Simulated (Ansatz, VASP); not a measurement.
Ti: VASP beside Ansatz

INCAR

```
SYSTEM = Ti
  PREC = Accurate
  ENCUT = 520
  EDIFF = 1E-7
  ISMEAR = -1
  SIGMA = 0.05
  LREAL = .False.
  LASPH = .True.
  NELM = 80
  ALGO = Normal
  ISIF = 2
  LWAVE = .False.
  LCHARG = .True.
  GGA = PE
  LELF = .True.
  LVHAR = .True.
  NBANDS = 19
```

The input KPOINTS:

```
regular mesh
0
Gamma
  13 13 7
  0 0 0
```

POSCAR

```
Ti
1.0
    1.4699736186     -2.5460689932      0.0000000000
    1.4699736186      2.5460689933      0.0000000000
    0.0000000000      0.0000000000      4.6478695191
Ti
2
Direct
    0.6666666670      0.3333333330      0.2500000000
    0.3333333330      0.6666666670      0.7500000000
```

Input for Ansatz:

```yaml
crystal:
  lattice:
    - [1.4699736186, -2.5460689932, 0.0]
    - [1.4699736186, 2.5460689933, 0.0]
    - [0.0, 0.0, 4.6478695191]
  atoms:
    - { symbol: Ti, position: [0.666666667, 0.333333333, 0.25] }
    - { symbol: Ti, position: [0.333333333, 0.666666667, 0.75] }
kpoints:
  mp_grid: { grid: [13, 13, 7] }
scf:
  occupations: { method: fermi_dirac, width: 0.05 }
hamiltonian:
  xc: pbe
  pseudopotentials: { kind: all_electron, lapw: { basis_error: 0.001 } }
output:
  forces: true
  stress: true
  eigenvalues: true
```

Alike in both runs: task single point; functional PBE; k mesh 13 × 13 × 7; occupations fermi-dirac, width 0.05 eV; no spin polarisation.

```csv
,VASP,Ansatz
version,VASP 6.6.1,Ansatz 0.2.0
potentials or method,"VASP PAW PBE potentials, release 64 (Ti_sv), cutoff 520 eV","all-electron LAPW, scalar-relativistic"
```

|  | VASP | Ansatz | Ansatz less VASP |
| --- | --- | --- | --- |
| pressure (GPa) | -0.3 | 0.0 | +0.27 |
| traceless stress, the component that is largest in VASP (GPa) | 0.12 | 0.12 | +0.004 |

Ansatz ran all-electron here, and VASP with PAW potentials.
